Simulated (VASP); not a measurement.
A run of VASP 6.6.1 is set up as follows.

INCAR

```
SYSTEM = Au
ALGO = Fast
EDIFF = 1E-6
ENCUT = 520
GGA = PE
ISIF = 2
ISMEAR = 0
LASPH = .True.
LCHARG = .True.
LELF = .True.
LREAL = .False.
LVHAR = .True.
LWAVE = .False.
NBANDS = 12
NELM = 80
PREC = Accurate
SIGMA = 0.15
```

File KPOINTS:

```
k-points
0
Gamma
  24 24 24
  0 0 0
```

File POSCAR:

```
Au
1.0
    0.0000000000      2.0478532578      2.0478532578
    2.0478532578      0.0000000000      2.0478532578
    2.0478532578      2.0478532578      0.0000000000
Au
1
Direct
    0.0000000000      0.0000000000      0.0000000000
```

Potentials or basis: VASP PAW PBE potentials, release 64 (Au).

Run with:

```bash
$ cat potpaw_PBE.64/Au/POTCAR > POTCAR
$ mpirun -np 1 vasp_std > vasp.out
```

(1) What does it give for the band gap on the k mesh?

(2) Predict the pressure.

Results:

(1) zero (an odd number of electrons rules out a gap without spin polarisation).

(2) 7.0 GPa.

Caveat: the cell differs from its parent crystal (strain -0.015 along x and y, -0.015 along z); the cell stands under pressure; spin-orbit coupling is left out, which moves the levels of the heavy elements.
